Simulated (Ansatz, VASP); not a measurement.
# Hg in VASP and in Ansatz

```
Hg
1.0
     5.57788    0.00000    0.00000
    -2.78894    4.83059    0.00000
     0.00000    0.00000    3.28142
Hg
3
Direct
  0.00000 0.00000 0.00000
  0.33333 0.66667 0.50000
  0.66667 0.33333 0.50000
```

Alike in both runs: functional PBE; k mesh 7 × 7 × 10; occupations fermi-dirac, width 0.05 eV; no spin polarisation.

Ansatz relaxed the structure, and its values are those at the end. VASP's run is a single point on that final structure, the one shown.

|  | VASP | Ansatz |
| --- | --- | --- |
| version | VASP 6.6.1 | Ansatz 0.2.0 |
| potentials or method | VASP PAW PBE potentials, release 64 (Hg) | PAW with Ansatz's default frozen-core files, scalar-relativistic |
| plane-wave cutoff (eV) | 520 | 420 |
| valence electrons in the cell | 36 | 60 |

VASP gave:

| Quantity | Value |
| --- | --- |
| pressure (GPa) | 0.1 |

Q: What did Ansatz give for the same quantities?

A: Pressure (GPa): 0.0.

With one functional, cell and mesh, what is left measures potentials, basis and numerics. VASP's potentials hold 36 valence electrons a cell and Ansatz's 60, so a difference there can come from the potentials and not from the codes.

Spin-orbit coupling is off throughout.
